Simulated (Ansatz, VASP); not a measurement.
## One calculation of Hg, two programs

Contents of INCAR:

```
SYSTEM = Hg
PREC = Accurate
ENCUT = 410
EDIFF = 1E-8
ISMEAR = -1
SIGMA = 0.05
LREAL = .False.
LASPH = .True.
NELM = 120
ALGO = Normal
ISIF = 2
LWAVE = .False.
LCHARG = .False.
GGA = PS
LEFG = .True.
NBANDS = 37
GGA_COMPAT = .False.
```

KPOINTS

```
Automatic mesh
0
Gamma
  8 8 9
  0 0 0
```

File POSCAR:

```
Hg
1.0
    4.5095312905      0.0000000000      0.0000000000
   -2.2547656452      3.9053686567      0.0000000000
    0.0000000000      0.0000000000      3.8440260630
Hg
3
Direct
    0.3333333333      0.6666666667      0.5000000000
    0.0000000000      0.0000000000      0.0000000000
    0.6666666667      0.3333333333      0.5000000000
```

Input for Ansatz:

```yaml
crystal:
  lattice:
    - [4.5095312905, 0.0, 0.0]
    - [-2.2547656452, 3.9053686567, 0.0]
    - [0.0, 0.0, 3.844026063]
  atoms:
    - { symbol: Hg, position: [0.3333333333, 0.6666666667, 0.5] }
    - { symbol: Hg, position: [0.0, 0.0, 0.0] }
    - { symbol: Hg, position: [0.6666666667, 0.3333333333, 0.5] }
kpoints:
  mp_grid: { grid: [8, 8, 9] }
scf:
  occupations: { method: fermi_dirac, width: 0.05 }
hamiltonian:
  xc: pbesol
  pseudopotentials: { kind: paw }
output:
  forces: true
  stress: true
  eigenvalues: true
  efg: { contact_densities: true }
```

Change from the starting cell: volume scaled by 0.98, PAW files.

Alike in both runs: task electric field gradients; functional PBEsol; k mesh 8 × 8 × 9; occupations fermi-dirac, width 0.05 eV; no spin polarisation.

|  | VASP | Ansatz |
| --- | --- | --- |
| version | VASP 6.6.1 | Ansatz 0.2.0 |
| potentials or method | VASP PAW PBE potentials, release 64 (Hg_sv_GW) | PAW with Ansatz's default frozen-core files, scalar-relativistic |
| plane-wave cutoff (eV) | 410 | 420 |
| valence electrons in the cell | 60 | 60 |

Ansatz gave:

- size of Vzz on the site where it differs most (V/Å²): 266.8

Question: What did VASP give for the same quantities?

Answer: Size of Vzz on the site where it differs most (V/Å²): 295.4.

VASP's potentials were made for PBE, not for PBEsol. The functional is the same, so the differences come from potentials, cutoffs and numerics.

Neither program's run includes spin-orbit coupling.
